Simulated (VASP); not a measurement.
# B17SN17 (a cell with a defect) in VASP: further runs, part 2 of 4

VASP 6.6.1.

### Step 3. Single point, PBE, collinear spin

File INCAR:

```
ALGO = Normal
EDIFF = 1E-7
ENCUT = 520
GGA = PE
ISIF = 2
ISMEAR = 0
ISPIN = 2
LASPH = True
LCHARG = True
LELF = True
LORBIT = 11
LREAL = Auto
LVHAR = True
LWAVE = False
MAGMOM = 0 0.01 0 0.01 0 0 0 0.01 0 0 0 0 0 0 0.01 0 0 0.02 0 0.05 0 0.02 0 0.01 0.39 0 0.04 0 0.01 0 0.37 0 0.02 0 0.19
NBANDS = 98
NELM = 150
NUPDOWN = 2.0
PREC = Accurate
SIGMA = 0.01
```

File KPOINTS:

```
Automatic mesh
0
Gamma
  1 1 1
  0.25 0.25 0.25
```

File POSCAR:

```
B17SN17
1.0
    7.4650312800      0.0000000000      0.0000000000
   -3.7325156400      6.4649067300      0.0000000000
    0.0000000000      0.0000000000      6.4954828800
B N S
17 17 1
Direct
    0.1113488041      0.2205908292      0.2439454268
    0.2058751061      0.1065494132      0.7412913210
    0.1112052416      0.5536236151      0.2504722964
    0.2165636381      0.4415136457      0.7723533943
    0.1111089150      0.8871223747      0.2423811110
    0.2191065638      0.7775188338      0.7546237299
    0.4450142587      0.2213335338      0.2310253185
    0.5631535995      0.1068742090      0.7377617765
    0.4450233682      0.5539088275      0.2386126469
    0.4447198440      0.8871253159      0.2432446539
    0.5522042898      0.7731410778      0.7645638357
    0.7778922611      0.2205567132      0.2438535481
    0.8833145015      0.1047690798      0.7731138984
    0.7775741010      0.5539379847      0.2383792354
    0.8860922709      0.4407594349      0.7685595853
    0.7778502442      0.8870298281      0.2471227929
    0.8822839021      0.7724630636      0.7636495992
    0.1028873927      0.2184532507      0.7734452992
    0.2218197182      0.1096724545      0.2338823938
    0.1091913985      0.5556777281      0.7630131908
    0.2221005889      0.4429285004      0.2491370824
    0.1073181395      0.8876333963      0.7553078347
    0.2220116592      0.7763896183      0.2467868322
    0.5553825031      0.1096420856      0.2341232449
    0.4327652028      0.5576325266      0.7817562322
    0.5557817083      0.4438444160      0.2265585424
    0.4420795528      0.8878122800      0.7529572796
    0.5554510869      0.7766025032      0.2471280519
    0.7782015592      0.2180473661      0.7705941387
    0.8886811748      0.1098284506      0.2497036995
    0.7862173609      0.5563624606      0.7685719503
    0.8884432391      0.4430222677      0.2475852695
    0.7735446027      0.8844573676      0.7636232151
    0.8887685505      0.7766173642      0.2456333915
    0.4667755175      0.2723912828      0.6530051150
```

Potentials or basis: VASP PAW PBE potentials, release 64 (B, N, S).

The run is started by

```sh
> cat potpaw_PBE.64/B/POTCAR potpaw_PBE.64/N/POTCAR potpaw_PBE.64/S/POTCAR > POTCAR
> mpirun -np 1 vasp_std > vasp.out
```

OUTCAR:

```text
EDIFF = 1E-7
   ENCUT = 520
   GGA = PE
   ISIF = 2
   ISMEAR = 0
   ISPIN = 2
   LASPH = True
   LORBIT = 11
   LREAL = Auto
   NELM = 150
   NUPDOWN = 2.0
   PREC = Accurate

 ion  position               nearest neighbor table
   1  0.111  0.221  0.244-  19 1.43  21 1.44  30 1.44
   2  0.206  0.107  0.741-  18 1.41  22 1.42  35 1.80
   3  0.111  0.554  0.250-  21 1.43  32 1.44  23 1.44
[... 1344 lines left out ...]
      0.00786      1.42610      1.58454        -0.179147      0.095631      0.013568
      1.13917      0.68883      4.81505         0.042220      0.030584     -0.002189
     -1.23626      3.57913      1.62694        -0.192995      0.114974     -0.004580
     -0.03130      2.85434      5.01681         0.153571     -0.052925      0.026908
     -2.48177      5.73516      1.57438        -0.164316      0.112694     -0.002035
     -1.26646      5.02659      4.90165         0.222022     -0.140117     -0.009150
[... 27 lines left out ...]
      3.73595      5.02076      1.59551         0.177762     -0.111839      0.004434
      2.46779      1.76098      4.24158        -0.006138     -0.086959      0.046646
 -----------------------------------------------------------------------------------
    total drift:                                0.004064      0.000315     -0.000487

  FREE ENERGIE OF THE ION-ELECTRON SYSTEM (eV)
  ---------------------------------------------------
  free  energy   TOTEN  =      -295.9288917856 eV

  energy  without entropy=     -295.9288917856  energy(sigma->0) =     -295.92889179

 total charge

# of ion       s       p       d       tot
------------------------------------------
    1        0.757   1.450   0.000   2.207
    2        0.757   1.416   0.000   2.173
    3        0.756   1.446   0.000   2.202
    4        0.765   1.480   0.000   2.244
    5        0.757   1.449   0.000   2.206
    6        0.755   1.443   0.000   2.197
[... 27 lines left out ...]
   34        1.231   2.811   0.000   4.043
   35        1.362   2.438   0.000   3.800
--------------------------------------------------
tot         35.260  74.523   0.000 109.783

 magnetization (x)

# of ion       s       p       d       tot
------------------------------------------
    1        0.000   0.001   0.000   0.001
    2        0.006   0.018   0.000   0.025
    3       -0.000   0.000   0.000  -0.000
    4        0.002   0.007   0.000   0.009
    5       -0.000  -0.000   0.000  -0.000
    6       -0.001  -0.002   0.000  -0.002
[... 27 lines left out ...]
   34       -0.000  -0.000   0.000  -0.000
   35        0.036   0.224   0.000   0.261
--------------------------------------------------
tot          0.163   1.329   0.000   1.491
```

stdout:

```text
POSCAR found type information on POSCAR B N S
 POSCAR found :  3 types and      35 ions
 scaLAPACK will be used
 LDA part: xc-table for (Slater+PW92), standard interpolation
 POSCAR, INCAR and KPOINTS ok, starting setup
 FFT: planning ... GRIDC
 FFT: planning ... GRID_SOFT
 FFT: planning ... GRID
 WAVECAR not read
 entering main loop
```

Wall time 12 min (1 thread of Intel Xeon Platinum 8488C (Sapphire Rapids), shared host); peak memory 0.63 GiB.

What came out:

| Item | Value |
| --- | --- |
| Free energy | -295.9289 eV |
| Pressure | 11.7 GPa |
| Largest force | 0.263 eV/Å |
| Net moment | 2.00 μB per cell |
| Site moments | B +0.00, +0.03, -0.00, +0.01, +0.02 (each value once); N +0.02, +0.01, +0.05, +0.00, +0.04, +0.48, -0.00 (each value once); S +0.26 μB |
| Valence electrons inside the program's atomic spheres | B 2.21, 2.17, 2.20, 2.24, 2.23, 2.27 (each value once); N 4.07, 4.04, 4.03, 3.86, 4.05, 3.87, 4.06 (each value once); S 3.80 |

Forces in eV/Å, atoms in the order of the input:
```
B   -0.179  0.096  0.014
B    0.042  0.031 -0.002
B   -0.193  0.115 -0.005
B    0.154 -0.053  0.027
B   -0.164  0.113 -0.002
B    0.222 -0.140 -0.009
B   -0.179  0.094 -0.012
B   -0.059 -0.080  0.047
B   -0.179  0.110  0.018
B   -0.188  0.110 -0.011
B    0.136 -0.117  0.070
B   -0.189  0.111 -0.018
B    0.234 -0.068 -0.044
B   -0.175  0.106 -0.008
B    0.254  0.062 -0.010
B   -0.186  0.113  0.005
B   -0.069 -0.103 -0.042
N   -0.156  0.043 -0.006
N    0.182 -0.110 -0.013
N   -0.242  0.007  0.028
N    0.189 -0.100 -0.015
N    0.022  0.071 -0.017
N    0.171 -0.104  0.008
N    0.185 -0.102  0.017
N   -0.075  0.039 -0.042
N    0.168 -0.111 -0.018
N   -0.102  0.110 -0.030
N    0.180 -0.115 -0.002
N   -0.153  0.113 -0.018
N    0.183 -0.108  0.001
N   -0.066  0.104  0.042
N    0.191 -0.117  0.013
N   -0.131  0.079 -0.015
N    0.178 -0.112  0.004
S   -0.006 -0.087  0.047
```

Stress tensor (GPa, compression positive):
```
17.66 -0.44 -0.01
-0.44 11.95 -0.05
-0.01 -0.05  5.37
```

Caveat: the k points lie up to 0.49 Å⁻¹ apart; the total moment is fixed, so each spin has its own Fermi level and the state may be an excited one.

### Step 4. Single point, PBE, collinear spin

File INCAR:

```
SYSTEM = B17SN17
ALGO = Normal ; EDIFF = 1E-6
ENCUT = 520 ; GGA = PE
ISIF = 2 ; ISMEAR = 0
ISPIN = 2 ; LASPH = .TRUE.
LCHARG = .FALSE. ; LORBIT = 11
LREAL = Auto ; LWAVE = .FALSE.
MAGMOM = 0.01 0.07 0.01 0.02 0 0.03 0.02 0.03 0.02 0.02 0 0 0.01 0 0.02 0 0.01 0.01 0 0.04 0.01 0.01 0 0.01 0.38 0 0.03 0 0.01 0.01 0.37 0 0.03 0 0.24 ; NBANDS = 98
NELECT = 143.0 ; NELM = 150
NUPDOWN = 3.0 ; PREC = Accurate
SIGMA = 0.01
```

KPOINTS is that of step 3.

File POSCAR:

```
B17SN17
1.0
    7.4650312800      0.0000000000      0.0000000000
   -3.7325156400      6.4649067300      0.0000000000
    0.0000000000      0.0000000000      6.4954828800
B N S
17 17 1
Direct
   -0.0044890463      0.1666452908      0.2458210197
    0.3363687959      0.1668208715      0.7686263727
   -0.0051849385      0.4997957694      0.2355298995
    0.3405760181      0.4994104648      0.7848731764
   -0.0047733148      0.8330404686      0.2423357438
    0.3422914386      0.8346139786      0.7655260900
    0.3291610369      0.1670484950      0.2227334457
    0.6857610476      0.1659049967      0.7395678482
    0.3287454636      0.4999028984      0.2388165313
    0.3288359044      0.8333699642      0.2379249414
    0.6768494486      0.8324105502      0.7683488999
    0.6619194323      0.1664631866      0.2310408871
    1.0091494760      0.1651478367      0.7806004250
    0.6614892540      0.4996456574      0.2286447088
    1.0093488799      0.4992026323      0.7717193302
    0.6614712013      0.8324451498      0.2466127641
    1.0074213671      0.8310877133      0.7668717909
    0.2283125035      0.2774366235      0.7901711985
    0.1060473496      0.0558572954      0.2418550267
    0.2322350870      0.6124381634      0.7727815912
    0.1049455147      0.3887971647      0.2464941886
    0.2318225948      0.9450948954      0.7678612174
    0.1055435057      0.7223721290      0.2410910085
    0.4395276312      0.0553291754      0.2285242126
    0.5584379846      0.6167240985      0.7842289062
    0.4387337043      0.3901327489      0.2265310787
    0.5664054654      0.9467649924      0.7591529554
    0.4393600364      0.7225017890      0.2456746334
    0.9022208638      0.2770616983      0.7727512790
    0.7721224208      0.0556709474      0.2474092405
    0.9085113445      0.6146059396      0.7624497233
    0.7724970528      0.3889263695      0.2204589039
    0.8986788808      0.9439865288      0.7670268488
    0.7723180720      0.7222191182      0.2451032584
    0.5844191358      0.3233578475      0.6356021837
```

Potentials or basis: VASP PAW PBE potentials, release 64 (B, N, S).

The run is started by

```sh
> cat potpaw_PBE.64/B/POTCAR potpaw_PBE.64/N/POTCAR potpaw_PBE.64/S/POTCAR > POTCAR
> mpirun -np 1 vasp_std > vasp.out
```

OUTCAR:

```text
SYSTEM = B17SN17
   EDIFF = 1E-6
   ENCUT = 520
   GGA = PE
   ISIF = 2
   ISMEAR = 0
   ISPIN = 2
   LASPH = .TRUE.
   LORBIT = 11
   LREAL = Auto
   NELECT = 143.0
   NELM = 150
   NUPDOWN = 3.0
   PREC = Accurate

 ion  position               nearest neighbor table
   1  0.996  0.167  0.246-  19 1.43  21 1.44  30 1.44
   2  0.336  0.167  0.769-  18 1.42  22 1.43  35 1.84
   3  0.995  0.500  0.236-  21 1.43  23 1.44  32 1.44
   4  0.341  0.499  0.785-  25 1.41  20 1.43  18 1.44
   5  0.995  0.833  0.242-  23 1.43  19 1.44  34 1.44
   6  0.342  0.835  0.766-  22 1.43  20 1.44  27 1.45
[... 16 lines left out ...]
  23  0.106  0.722  0.241-   5 1.43   3 1.44  10 1.44
  24  0.440  0.055  0.229-  10 1.44   7 1.44  12 1.44
  25  0.558  0.617  0.784-  11 1.40   4 1.41
  26  0.439  0.390  0.227-   9 1.42  14 1.44   7 1.44
  27  0.566  0.947  0.759-   8 1.42   6 1.45  11 1.45
  28  0.439  0.723  0.246-  10 1.43  16 1.44   9 1.44
  29  0.902  0.277  0.773-  13 1.42   8 1.42  15 1.44
  30  0.772  0.056  0.247-  12 1.43  16 1.44   1 1.44
  31  0.909  0.615  0.762-  15 1.40  17 1.40
  32  0.772  0.389  0.220-  14 1.43  12 1.44   3 1.44
  33  0.899  0.944  0.767-  13 1.43  17 1.43  11 1.43
  34  0.772  0.722  0.245-  16 1.43   5 1.44  14 1.44
  35  0.584  0.323  0.636-   8 1.82   2 1.84

  LATTYP: Found a hexagonal cell.
 ALAT       =     7.4650312800
 C/A-ratio  =     0.8701213212

  Lattice vectors:

 A1 = (   7.4650312800,   0.0000000000,   0.0000000000)
 A2 = (  -3.7325156400,   6.4649067300,   0.0000000000)
 A3 = (   0.0000000000,   0.0000000000,   6.4954828800)

Analysis of symmetry for initial positions (statically):
=====================================================================
 Subroutine PRICEL returns:
 Original cell was already a primitive cell.

 Routine SETGRP: Setting up the symmetry group for a
[... 241 lines left out ...]
      2     -14.6144      1.00000
      3     -14.4395      1.00000
      4     -14.3417      1.00000
      5     -14.1911      1.00000
      6     -13.6948      1.00000
[... 505 lines left out ...]
     82       9.3286      0.00000
     83       9.4601      0.00000
 Fermi energy:         2.6673849817

 spin component 2

 k-point     1 :       0.2500    0.2500    0.2500
  band No.  band energies     occupation
      1     -14.8881      1.00000
      2     -14.5393      1.00000
      3     -14.3775      1.00000
      4     -14.3141      1.00000
      5     -14.0952      1.00000
      6     -13.5101      1.00000
[... 505 lines left out ...]
     82       9.4631      0.00000
     83       9.6100      0.00000
 [bands above 83 left out]

------------------------ aborting loop because EDIFF is reached ----------------------------------------

  FORCE on cell =-STRESS in cart. coord.  units (eV):
  Direction    XX          YY          ZZ          XY          YZ          ZX
  --------------------------------------------------------------------------------------
  -------------------------------------------------------------------------------------
  Total       39.3239891     31.3172096     17.8808185     -1.6061820     -0.3431725      0.0429084
  in kB      200.9846136    160.0620238     91.3887293     -8.2091840     -1.7539523      0.2193043
  external PRESSURE =     150.8117889 kB  Pullay stress =       0.0000000 kB

 VOLUME and BASIS-vectors are now :
 -----------------------------------------------------------------------------
  energy-cutoff  :      520.00
  volume of cell :      313.48
      direct lattice vectors                 reciprocal lattice vectors
     7.465031280  0.000000000  0.000000000     0.133957912  0.077340636  0.000000000
    -3.732515640  6.464906730  0.000000000     0.000000000  0.154681273  0.000000000
     0.000000000  0.000000000  6.495482880     0.000000000  0.000000000  0.153953142

 POSITION                                       TOTAL-FORCE (eV/Angst)
 -----------------------------------------------------------------------------------
      6.80951      1.07735      1.59673        -0.220303      0.088744     -0.007573
      1.88834      1.07848      4.99260         0.103619     -0.045926      0.112180
      5.56083      3.23113      1.52988        -0.242184      0.159454     -0.003360
      0.67835      3.22864      5.09813         0.114737     -0.135299      0.026938
      4.32006      5.38553      1.57409        -0.194518      0.104943      0.037041
     -0.55999      5.39570      4.97246         0.174853     -0.185060     -0.024864
[... 27 lines left out ...]
      3.06968      4.66908      1.59206         0.260101     -0.196112      0.001626
      3.15577      2.09048      4.12854         0.017817     -0.069975      0.062739
 -----------------------------------------------------------------------------------
    total drift:                               -0.002817      0.000084     -0.004605

  FREE ENERGIE OF THE ION-ELECTRON SYSTEM (eV)
  ---------------------------------------------------
  free  energy   TOTEN  =      -289.3936853531 eV

  energy  without entropy=     -289.3936853531  energy(sigma->0) =     -289.39368535

 total charge

# of ion       s       p       d       tot
------------------------------------------
    1        0.758   1.462   0.000   2.220
    2        0.730   1.421   0.000   2.152
    3        0.756   1.465   0.000   2.221
    4        0.762   1.502   0.000   2.264
    5        0.758   1.461   0.000   2.219
    6        0.751   1.477   0.000   2.228
[... 27 lines left out ...]
   34        1.232   2.812   0.000   4.044
   35        1.363   2.428   0.000   3.791
--------------------------------------------------
tot         35.221  74.736   0.000 109.957

 magnetization (x)

# of ion       s       p       d       tot
------------------------------------------
    1        0.000   0.007   0.000   0.008
    2        0.015   0.132   0.000   0.147
    3        0.001   0.016   0.000   0.018
    4        0.005   0.042   0.000   0.047
    5        0.001   0.007   0.000   0.008
    6        0.004   0.057   0.000   0.061
[... 27 lines left out ...]
   34        0.000   0.003   0.000   0.003
   35        0.029   0.304   0.000   0.333
--------------------------------------------------
tot          0.184   1.769   0.000   1.953
```

stdout:

```text
POSCAR found type information on POSCAR B N S
 POSCAR found :  3 types and      35 ions
 scaLAPACK will be used
 LDA part: xc-table for (Slater+PW92), standard interpolation
 POSCAR, INCAR and KPOINTS ok, starting setup
 FFT: planning ... GRIDC
 FFT: planning ... GRID_SOFT
 FFT: planning ... GRID
 WAVECAR not read
 entering main loop
 the old and the new charge density differ
 old charge density:   142.00000 new  143.00000
    0.354E+01
```

Run time: 10 min. Hardware: 1 thread of Intel Xeon Platinum 8488C (Sapphire Rapids), shared host; peak memory 0.62 GiB.

What came out:

```
Free energy                                           : -289.3937 eV
Largest force                                         : 0.419 eV/Å
Net moment                                            : 3.00 μB per cell
Site moments                                          : B +0.01, +0.15, +0.02, +0.05, +0.06, +0.03, +0.00 (each value once); N +0.01, +0.00, +0.04, +0.02, +0.48, -0.00, +0.03, +0.46 (each value once); S +0.33 μB
Valence electrons inside the program's atomic spheres : B 2.22, 2.15, 2.26, 2.23, 2.20, 2.17, 2.24, 2.28, 2.27, 2.25 (each value once); N 4.06, 4.04, 4.03, 3.86, 4.05, 4.02, 4.07, 3.87 (each value once); S 3.79
```

Forces in eV/Å, atoms in the order of the input:
```
B   -0.220  0.089 -0.008
B    0.104 -0.046  0.112
B   -0.242  0.159 -0.003
B    0.115 -0.135  0.027
B   -0.195  0.105  0.037
B    0.175 -0.185 -0.025
B   -0.171  0.179 -0.036
B   -0.053 -0.092  0.124
B   -0.257  0.195  0.001
B   -0.186  0.169 -0.004
B    0.150 -0.164  0.055
B   -0.246  0.163 -0.089
B    0.285 -0.148 -0.030
B   -0.228  0.200 -0.014
B    0.197  0.079 -0.030
B   -0.243  0.155  0.001
B   -0.041 -0.119 -0.074
N   -0.252  0.166 -0.053
N    0.158 -0.132  0.006
N   -0.166  0.119  0.041
N    0.246 -0.126  0.004
N   -0.026  0.135 -0.067
N    0.167 -0.175  0.012
N    0.159 -0.195  0.055
N   -0.026  0.099 -0.029
N    0.312 -0.280 -0.020
N   -0.069  0.147 -0.055
N    0.208 -0.179 -0.010
N   -0.289  0.076 -0.002
N    0.290 -0.145 -0.002
N   -0.062  0.078  0.054
N    0.283 -0.098 -0.024
N   -0.154  0.175 -0.018
N    0.260 -0.196  0.002
S    0.018 -0.070  0.063
```

Caveat: the k points lie up to 0.49 Å⁻¹ apart; the cell carries a net charge on a neutralising background, which shifts energy and pressure; the cell is charged against a uniform background, so pressure and absolute levels hang on convention; the moment is held away from its start; the total moment is fixed, so each spin has its own Fermi level and the state may be an excited one.

(Continued in part 3 of 4.)
